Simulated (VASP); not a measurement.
# Pt (Fm-3m) in VASP: notebook

Runs on Pt. Level: PBEsol. Tasks: single point.

Everything below comes from runs of VASP 6.6.1. Logs are shortened: lines on timing, memory, paths and dates and some standing lists are left out, and cuts for length are marked.

## (1) The cell of the first run

It takes space group Fm-3m (No. 225, cubic). The conventional cell has a = 3.973 Å, b = 3.973 Å, c = 3.973 Å, α = 90.00°, β = 90.00°, γ = 90.00°. Within 3.7 Å of Pt (site symmetry m-3m) lie 12 Pt at 2.81 Å.

## (2) Single point, PBEsol

INCAR

```
SYSTEM = Pt
PREC = Accurate
ENCUT = 520
EDIFF = 1E-7
ISMEAR = 1
SIGMA = 0.05
LREAL = .FALSE.
LASPH = .TRUE.
NELM = 80
ALGO = Normal
ISIF = 2
LWAVE = .FALSE.
LCHARG = .FALSE.
GGA = PS
NBANDS = 11
```

KPOINTS

```
regular mesh
0
G
  10 10 10
  0 0 0
```

POSCAR

```
Pt
1.0
    0.0000000000      1.9867042750      1.9867042750
    1.9867042750      0.0000000000      1.9867042750
    1.9867042750      1.9867042750      0.0000000000
Pt
1
Direct
    0.0000000000      0.0000000000      0.0000000000
```

Potentials or basis: VASP PAW PBE potentials, release 64 (Pt).

Run with:

```
$ cat potpaw_PBE.64/Pt/POTCAR > POTCAR
$ mpirun -np 1 vasp_std > vasp.out
```

OUTCAR:

```text
SYSTEM = Pt
   PREC = Accurate
   ENCUT = 520
   EDIFF = 1E-7
   ISMEAR = 1
   LREAL = .FALSE.
   LASPH = .TRUE.
   NELM = 80
   ISIF = 2
   GGA = PS

 ion  position               nearest neighbor table
   1  0.000  0.000  0.000-

  LATTYP: Found a face centered cubic cell.
 ALAT       =     3.9734085500

  Lattice vectors:

 A1 = (   0.0000000000,   1.9867042750,   1.9867042750)
 A2 = (   1.9867042750,   0.0000000000,   1.9867042750)
 A3 = (   1.9867042750,   1.9867042750,   0.0000000000)

Analysis of symmetry for initial positions (statically):
=====================================================================
 Subroutine PRICEL returns:
 Original cell was already a primitive cell.

 Routine SETGRP: Setting up the symmetry group for a
 face centered cubic supercell.

 Subroutine GETGRP returns: Found 48 space group operations
 (whereof 48 operations were pure point group operations)
 out of a pool of 48 trial point group operations.

The static configuration has the point symmetry O_h .

Analysis of symmetry for dynamics (positions and initial velocities):
=====================================================================
 Subroutine PRICEL returns:
 Original cell was already a primitive cell.

 Routine SETGRP: Setting up the symmetry group for a
 face centered cubic supercell.

 Subroutine GETGRP returns: Found 48 space group operations
 (whereof 48 operations were pure point group operations)
 out of a pool of 48 trial point group operations.

The dynamic configuration has the point symmetry O_h .

 Subroutine INISYM returns: Found 48 space group operations
 (whereof 48 operations are pure point group operations),
 and found     1 'primitive' translations

----------------------------------------------------------------------------------------

                                     Primitive cell

  volume of cell :      15.6830

  direct lattice vectors                    reciprocal lattice vectors
     0.000000000  1.986704275  1.986704275    -0.251673088  0.251673088  0.251673088
     1.986704275  0.000000000  1.986704275     0.251673088 -0.251673088  0.251673088
     1.986704275  1.986704275  0.000000000     0.251673088  0.251673088 -0.251673088

  length of vectors
     2.809624130  2.809624130  2.809624130     0.435910575  0.435910575  0.435910575

  position of ions in fractional coordinates (direct lattice)
     0.000000000  0.000000000  0.000000000

  ion indices of the primitive-cell ions
   primitive index   ion index
                 1           1

----------------------------------------------------------------------------------------

 KPOINTS: regular mesh

Automatic generation of k-mesh.
 Grid dimensions read from file:
 generate k-points for:   10   10   10

 Generating k-lattice:

  Cartesian coordinates                     Fractional coordinates (reciprocal lattice)
    -0.025167309  0.025167309  0.025167309     0.100000000  0.000000000  0.000000000
     0.025167309 -0.025167309  0.025167309     0.000000000  0.100000000  0.000000000
     0.025167309  0.025167309 -0.025167309     0.000000000  0.000000000  0.100000000

  Length of vectors
     0.043591058  0.043591058  0.043591058

  Shift w.r.t. Gamma in fractional coordinates (k-lattice)
     0.000000000  0.000000000  0.000000000

 Subroutine IBZKPT returns following result:
 ===========================================

 Found     47 irreducible k-points:

 Following reciprocal coordinates:
            Coordinates               Weight
  0.000000  0.000000  0.000000      1.000000
  0.100000  0.000000  0.000000      8.000000
  0.200000  0.000000  0.000000      8.000000
  0.300000  0.000000  0.000000      8.000000
  0.400000  0.000000  0.000000      8.000000
  0.500000  0.000000  0.000000      4.000000
[... 16 lines left out ...]
  0.300000  0.300000  0.000000      6.000000
  0.400000  0.300000  0.000000     24.000000
 [... further k-points ...]
   k-points           NKPTS =     47   k-points in BZ     NKDIM =     47   number of bands    NBANDS=     11
   number of dos      NEDOS =    301   number of ions     NIONS =      1
   total plane-waves  NPLWV =  13824
   dimension x,y,z NGX =    24 NGY =   24 NGZ =   24
   dimension x,y,z NGXF=    48 NGYF=   48 NGZF=   48
   ions per type =               1
   NGX,Y,Z   is equivalent  to a cutoff of  14.20, 14.20, 14.20 a.u.
   NGXF,Y,Z  is equivalent  to a cutoff of  28.40, 28.40, 28.40 a.u.
 SYSTEM =  Pt
   PREC   = accura    normal or accurate (medium, high low for compatibility)
   ISTART =      0    job   : 0-new  1-cont  2-samecut
   ICHARG =      2    charge: 1-file 2-atom 10-const
   ISPIN  =      1    spin polarized calculation?
   LNONCOLLINEAR =      F non collinear calculations
   LSORBIT =      F    spin-orbit coupling
   LASPH  =      T    aspherical Exc in radial PAW
   ENCUT  =  520.0 eV  38.22 Ry    6.18 a.u.   5.22  5.22  5.22*2*pi/ulx,y,z
   NELM   =     80;   NELMIN=  2; NELMDL= -5     # of ELM steps
   EDIFF  = 0.1E-06   stopping-criterion for ELM
   LREAL  =      F    real-space projection
   EDIFFG = 0.1E-05   stopping-criterion for IOM
   NSW    =      0    number of steps for IOM
   IBRION =     -1    ionic relax: 0-MD 1-quasi-New 2-CG
   NFREE  =      0    steps in history (QN), initial steepest desc. (CG)
   ISIF   =      2    stress and relaxation
   ISYM   =      2    0-nonsym 1-usesym 2-fastsym
   POTIM  = 0.5000    time-step for ionic-motion
   TEBEG  =    0.0;   TEEND  =   0.0 temperature during run
   PSTRESS=    0.0 pullay stress
   NELECT =      10.0000    total number of electrons
   NUPDOWN=      -1.0000    fix difference up-down
   EMIN   =  10.00;   EMAX   =-10.00  energy-range for DOS
   EFERMI =   0.00;   METHOD = LEGACY
   ISMEAR =     1;   SIGMA  =   0.05  broadening in eV -4-tet -1-fermi 0-gaus
   EFERMI_NEDOS =   21; number of points for ismear=-14 and -15
   IALGO  =     38    algorithm
   IMIX   =      4    mixing-type and parameters
     AMIX     =   0.40;   BMIX     =  1.00
     AMIX_MAG =   1.60;   BMIX_MAG =  1.00
  volume/ion in A,a.u.               =      15.68       105.83
  Fermi-wavevector in a.u.,A,eV,Ry     =   1.409067  2.662750 27.013952  1.985469
  Thomas-Fermi vector in A             =   2.531161
   LORBIT       =      0    0 simple, 1 ext, 2 COOP (PROOUT), +10 PAW based schemes
   GGA     = PS    functional components
   LHFCALC =     F    Hartree Fock is set to
   AEXX    =    0.0000 exact exchange contribution
   IVDW    =     0    specifies the selected vdW correction
   LEPSILON=     F    determine dielectric tensor
   LRPA    =     F    only Hartree local field effects (RPA)
 non-spin polarized calculation
 Methfessel and Paxton  Order N= 1 SIGMA  =   0.05
  energy-cutoff  :      520.00
  volume of cell :       15.68
 maximum number of plane-waves:       444
 NGX is ok and might be reduce to    24
   NGX = 11   NGY = 11   NGZ = 11

 number of electron      10.0000002 magnetization

 Free energy of the ion-electron system (eV)
  ---------------------------------------------------
  ext. energy  EPLUGINS =         0.00000000
  ---------------------------------------------------
  free energy    TOTEN  =        -6.92580260 eV

  energy without entropy =       -6.92622552  energy(sigma->0) =       -6.92594357

 E-fermi :  10.3668     XC(G=0): -13.3977

 val. band max:       10.3662494133   @ k =   0.5000   0.5000   0.0000
 cond. band min:      10.3920055610   @ k =   0.5000   0.0000   0.0000
 fundamental gap:      0.0257561477
 Fermi energy:        10.3668402559

 k-point     1 :       0.0000    0.0000    0.0000
  band No.  band energies     occupation
      1       0.4972      2.00000
      2       6.7870      2.00000
      3       6.7870      2.00000
      4       6.7870      2.00000
      5       8.8284      2.00000
      6       8.8284      2.00000
      7      25.0821      0.00000
      8      29.8172      0.00000
      9      29.8172      0.00000
     10      29.8172      0.00000
     11      34.9749      0.00000

 k-point     2 :       0.1000    0.0000    0.0000
  band No.  band energies     occupation
      1       0.8794      2.00000
      2       6.6304      2.00000
      3       6.9291      2.00000
      4       6.9291      2.00000
      5       8.7575      2.00000
      6       8.7575      2.00000
      7      25.6391      0.00000
      8      28.0434      0.00000
      9      30.3860      0.00000
     10      30.3860      0.00000
     11      36.4013      0.00000

 k-point     3 :       0.2000    0.0000    0.0000
  band No.  band energies     occupation
      1       1.8968      2.00000
      2       6.3916      2.00000
      3       7.1493      2.00000
      4       7.1493      2.00000
      5       8.7876      2.00000
      6       8.7876      2.00000
      7      25.0459      0.00000
      8      26.6642      0.00000
      9      31.8674      0.00000
     10      31.8674      0.00000
     11      33.9032      0.00000

 k-point     4 :       0.3000    0.0000    0.0000
  band No.  band energies     occupation
      1       2.9740      2.00000
      2       6.8002      2.00000
      3       7.0580      2.00000
      4       7.0580      2.00000
      5       9.3294      2.00000
      6       9.3294      2.00000
      7      21.5870      0.00000
      8      26.1592      0.00000
      9      32.0222      0.00000
     10      32.0222      0.00000
     11      34.1937      0.00000
[... 239 lines left out ...]
 k-point    22 :      -0.2000    0.2000    0.0000
  band No.  band energies     occupation
      1       3.7885      2.00000
      2       5.8908      2.00000
      3       6.8322      2.00000
      4       7.9252      2.00000
      5       8.1105      2.00000
      6      10.7362     -0.00000
      7      22.7463      0.00000
      8      25.2562      0.00000
      9      28.5398      0.00000
     10      30.9403      0.00000
     11      33.7963      0.00000

 k-point    23 :       0.3000    0.3000    0.0000
  band No.  band energies     occupation
      1       3.7455      2.00000
      2       4.9017      2.00000
      3       7.8040      2.00000
      4       8.9614      2.00000
      5       8.9614      2.00000
      6       9.7924      2.00000
      7      25.5149      0.00000
      8      25.5149      0.00000
      9      26.6337      0.00000
     10      28.8855      0.00000
     11      30.3476      0.00000

 k-point    24 :       0.4000    0.3000    0.0000
  band No.  band energies     occupation
      1       4.0883      2.00000
      2       4.7213      2.00000
      3       7.8806      2.00000
      4       9.1298      2.00000
      5      10.3001      2.06773
      6      10.5761     -0.00000
      7      22.0101      0.00000
      8      24.3651      0.00000
      9      24.7253      0.00000
     10      29.8037      0.00000
     11      31.9905      0.00000

 [... further k-points ...]
[... 5 lines left out ...]
  --------------------------------------------------------------------------------------
  -------------------------------------------------------------------------------------
  Total       -1.0978302     -1.0978302     -1.0978302      0.0000000      0.0000000     -0.0000000
  in kB     -112.1543406   -112.1543406   -112.1543406      0.0000000      0.0000000     -0.0000000
  external PRESSURE =    -112.1543406 kB  Pullay stress =       0.0000000 kB

 VOLUME and BASIS-vectors are now :
 -----------------------------------------------------------------------------
  energy-cutoff  :      520.00
  volume of cell :       15.68
      direct lattice vectors                 reciprocal lattice vectors
     0.000000000  1.986704275  1.986704275    -0.251673088  0.251673088  0.251673088
     1.986704275  0.000000000  1.986704275     0.251673088 -0.251673088  0.251673088
     1.986704275  1.986704275  0.000000000     0.251673088  0.251673088 -0.251673088

 POSITION                                       TOTAL-FORCE (eV/Angst)
 -----------------------------------------------------------------------------------
      0.00000      0.00000      0.00000         0.000000      0.000000      0.000000
 -----------------------------------------------------------------------------------
    total drift:                               -0.000000     -0.000000     -0.000000

  FREE ENERGIE OF THE ION-ELECTRON SYSTEM (eV)
  ---------------------------------------------------
  free  energy   TOTEN  =        -6.9258025976 eV

  energy  without entropy=       -6.9262255221  energy(sigma->0) =       -6.92594357
```

It took 6.9 s on 1 thread of AMD EPYC 7R13 (Zen 3), shared host; peak memory 0.11 GiB.

Results:

```yaml
Free_energy: -6.9258 eV
Pressure: -11.2 GPa
Band_gap_on_the_k_mesh: zero (band 5 reaches 10.81 eV, above the bottom of band 6 at 8.76 eV)
```

Levels at points of the mesh, in eV from the Fermi level:
| k point | band 3 | band 4 | band 5 | band 6 | band 7 | band 8 |
| --- | --- | --- | --- | --- | --- | --- |
| (0.00, 0.00, 0.00) | -3.58 | -3.58 | -1.54 | -1.54 | 14.72 | 19.45 |
| (0.50, 0.00, 0.00) | -3.63 | -0.40 | 0.03 | 0.03 | 5.50 | 14.25 |
| (0.50, 0.50, 0.00) | 0.00 | 0.44 | 0.44 | 1.78 | 8.40 | 11.20 |

Caveat: the PAW data sets were made with another functional, which shifts forces and pressure a little; spin-orbit coupling is left out, which moves the levels of the heavy elements.

## (3) Single point, PBEsol

This run uses another cell than the first one, of 16.14 Å³/atom, 1.029 times its volume.

INCAR

```
PREC = Accurate ; ENCUT = 520
EDIFF = 1E-6 ; ISMEAR = 1
SIGMA = 0.05 ; LREAL = False
LASPH = True ; NELM = 80
ALGO = Normal ; ISIF = 2
LWAVE = False ; LCHARG = True
GGA = PS ; LELF = True
LVHAR = True ; NBANDS = 11
```

KPOINTS

```
regular mesh
0
Gamma
  10 10 10
```

POSCAR

```
Pt
1.0
    0.0000000000      2.0056264069      2.0056264069
    2.0056264069      0.0000000000      2.0056264069
    2.0056264069      2.0056264069      0.0000000000
Pt
1
Direct
    0.0000000000      0.0000000000      0.0000000000
```

Potentials or basis: VASP PAW PBE potentials, release 64 (Pt).

Run with:

```
$ cat potpaw_PBE.64/Pt/POTCAR > POTCAR
$ mpirun -np 1 vasp_std > vasp.out
```

It took 6.9 s on 1 thread of AMD EPYC 7R13 (Zen 3), shared host; peak memory 0.11 GiB.

Results (log left out):

- Free energy: -6.8858 eV
- Pressure: -17.2 GPa
- Band gap on the k mesh: zero (band 5 reaches 10.27 eV, above the bottom of band 6 at 8.31 eV)

Levels at points of the mesh, in eV from the Fermi level:
```tsv
k point	band 3	band 4	band 5	band 6	band 7	band 8
(0.00, 0.00, 0.00)	-3.41	-3.41	-1.46	-1.46	14.79	19.36
(0.50, 0.00, 0.00)	-3.45	-0.27	0.03	0.03	5.30	14.32
(0.50, 0.50, 0.00)	0.00	0.42	0.42	1.84	8.12	11.12
```

Caveat: the PAW data sets were made with another functional, which shifts forces and pressure a little; spin-orbit coupling is left out, which moves the levels of the heavy elements.
